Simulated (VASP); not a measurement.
A run of VASP 6.6.1 is set up as follows.

The input INCAR:

```
SYSTEM = B2SbAs
PREC = Accurate
ENCUT = 520
EDIFF = 1E-6
ISMEAR = -1
SIGMA = 0.02
LREAL = .False.
LASPH = .True.
NELM = 150
ALGO = Normal
ISIF = 2
LWAVE = .False.
LCHARG = .False.
MAGMOM = 0 0 0 0 0 0 0 0 0 0 0 0
LORBIT = 11
LSORBIT = .True.
GGA_COMPAT = .False.
LORBMOM = .True.
GGA = PE
NBANDS = 30
```

File KPOINTS:

```
Automatic mesh
0
Gamma
  8 8 6
  0 0 0
```

File POSCAR:

```
B2SbAs
1.0
    3.5470589530      0.0000000000      0.0000000000
    0.0000000000      3.5470589530      0.0000000000
    0.0000000000      0.0000000000      5.0342303825
As B Sb
1 2 1
Direct
    0.0000000000      0.0000000000      0.0000000000
    0.0000000000      0.5000000000      0.7698922568
    0.5000000000      0.0000000000      0.2301077432
    0.5000000000      0.5000000000      0.5000000000
```

Potentials or basis: VASP PAW PBE potentials, release 64 (As, B, Sb).

Run with:

```console
$ cat potpaw_PBE.64/As/POTCAR potpaw_PBE.64/B/POTCAR potpaw_PBE.64/Sb/POTCAR > POTCAR
$ mpirun -np 1 vasp_ncl > vasp.out
```

**Question.** Estimate the largest force.

**Answer.** 0.072 eV/Å.

**Question.** Estimate the pressure.

**Answer.** 2.2 GPa.

**Question.** What does it give for the net moment?

**Answer.** 0.00 μB per cell.

Stress tensor (GPa, compression positive):
```
2.17 0.00 0.00
0.00 2.17 0.00
0.00 0.00 2.36
```
